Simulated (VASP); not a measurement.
GaAs: single point with PBE-based global hybrid with 75 % exact exchange

The system is GaAs.

```xyz
2
Lattice="0.0000 2.8331 2.8331 2.8331 0.0000 2.8331 2.8331 2.8331 0.0000" Properties=species:S:1:pos:R:3 pbc="T T T"
Ga    0.0000    0.0000    0.0000
As    1.4165    1.4165    1.4165
```

```yaml
Program: VASP 6.6.1
Task: single point
Functional: PBE-based global hybrid with 75 % exact exchange
Potentials_or_basis: VASP PAW PBE potentials, release 64 (Ga_d, As)
Cutoff: 520 eV
k_mesh: 4 × 4 × 4
Occupations: gaussian, width 0.01 eV
Spin: no spin polarisation
```

* Pressure: -4.4 GPa
* Band gap on the k mesh: 5.74 eV (least direct gap 5.84 eV)

Levels at points of the mesh, in eV from the valence-band top:
| k point | band 7 | band 8 | band 9 | band 10 | band 11 | band 12 |
| --- | --- | --- | --- | --- | --- | --- |
| (0.00, 0.00, 0.00) | 0.00 | 0.00 | 0.00 | 5.84 | 8.67 | 8.67 |
| (0.50, 0.00, 0.00) | -8.23 | -1.37 | -1.37 | 5.86 | 9.58 | 9.58 |
| (0.50, 0.50, 0.00) | -8.37 | -3.29 | -3.29 | 5.74 | 6.18 | 16.67 |

Run time: 17 min on 1 thread of Intel Xeon 8259CL (shared host), peak memory 0.19 GiB.

Caveat: the k points lie up to 0.48 Å⁻¹ apart; the PAW data sets were made with another functional, which shifts forces and pressure a little. A k mesh can miss the band edges.
